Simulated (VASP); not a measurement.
A run of VASP 6.6.1:

Contents of INCAR:

```
PREC = Accurate ; ENCUT = 500
EDIFF = 1E-6 ; ISMEAR = -5
SIGMA = 0.05 ; LREAL = False
LASPH = True ; NELM = 200
ALGO = Normal ; ISIF = 2
LWAVE = False ; LCHARG = False
ISPIN = 2 ; MAGMOM = 0
LORBIT = 11 ; NUPDOWN = 0.0
GGA = LIBXC ; LIBXC1 = GGA_X_PBE
LIBXC2 = GGA_C_LYP ; NBANDS = 17
GGA_COMPAT = False
```

KPOINTS

```
Automatic mesh
0
Gamma
  9 9 9
```

POSCAR

```
Pb
1.0
    0.0000000000      2.4415696833      2.4415696833
    2.4415696833      0.0000000000      2.4415696833
    2.4415696833      2.4415696833      0.0000000000
Pb
1
Direct
    0.0000000000      0.0000000000      0.0000000000
```

Potentials or basis: VASP PAW PBE potentials, release 64 (Pb_d).

Command:

```console
$ cat potpaw_PBE.64/Pb_d/POTCAR > POTCAR
$ mpirun -np 1 vasp_std > vasp.out
```

Hardware: 1 thread of Intel(R) Xeon(R) 6975P-C (Granite Rapids), on a shared host.

**Question.** How long does it take, and how much memory?

**Answer.** Wall time 16 s on 1 thread of Intel(R) Xeon(R) 6975P-C (Granite Rapids), on a shared host, peak memory 0.18 GiB. Counts: scf iterations 10, k points 35.
